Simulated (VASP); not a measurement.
Write the native input for VASP 6.6.1 that does the following.

```
Task                   : single point
Functional             : PBE
Potentials or basis    : VASP PAW PBE potentials, release 64 (Be, N)
Cutoff                 : 520 eV
k mesh                 : 4 × 6 × 4
Occupations            : gaussian, width 0.1 eV
Spin                   : no spin polarisation
Dipole correction      : no
Further INCAR settings : ALGO = Normal; EDIFF = 1e-07; NBANDS = 21
```

The structure of Be3N lies in POSCAR:

```
Be3N
1.0
    4.9439039475     -0.5685280360     -0.4097089812
    1.1927884500      2.5331047492      0.7289426753
    0.6459943690      1.4016354605      5.5623888986
Be N
6 2
Direct
    0.8268288615      0.2749963448      0.7505479091
    0.1315224196      0.7217559739      1.1507405420
    0.8182415172      0.3169838030      0.2149292794
    0.5026040655      0.1703736375      0.5170051473
    1.1313651903      0.7786027741      0.5950417458
    0.4778394382      0.1890387987      0.0108429223
    0.4797594502      0.5207000017      0.6782744082
    0.4758379490      0.5234602172      0.1776045097
```

The cell was generated, and may not be a known phase.

These files were run (other wordings do the same):

INCAR

```
PREC = Accurate ; ENCUT = 520
EDIFF = 1E-7 ; ISMEAR = 0
SIGMA = 0.1 ; LREAL = False
LASPH = True ; NELM = 100
ALGO = Normal ; ISIF = 2
LWAVE = False ; LCHARG = False
GGA = PE ; NBANDS = 21
```

KPOINTS

```
Automatic mesh
0
Gamma
  4 6 4
```

Potentials or basis: VASP PAW PBE potentials, release 64 (Be, N).

Launch:

```bash
$ cat potpaw_PBE.64/Be/POTCAR potpaw_PBE.64/N/POTCAR > POTCAR
$ mpirun -np 1 vasp_std > vasp.out
```

It gave:

The pressure is 0.3 GPa, the largest force is 0.041 eV/Å and the band gap on the k mesh is zero (bands 11 and 12 overlap by 2.93 eV).

Caveat: the k points lie up to 0.39 Å⁻¹ apart, too coarse for converged energies and pressures of a metal.

Wall time 65 s on 1 thread of AMD EPYC 7R13 Processor (Zen 3), on a shared host, peak memory 0.19 GiB.
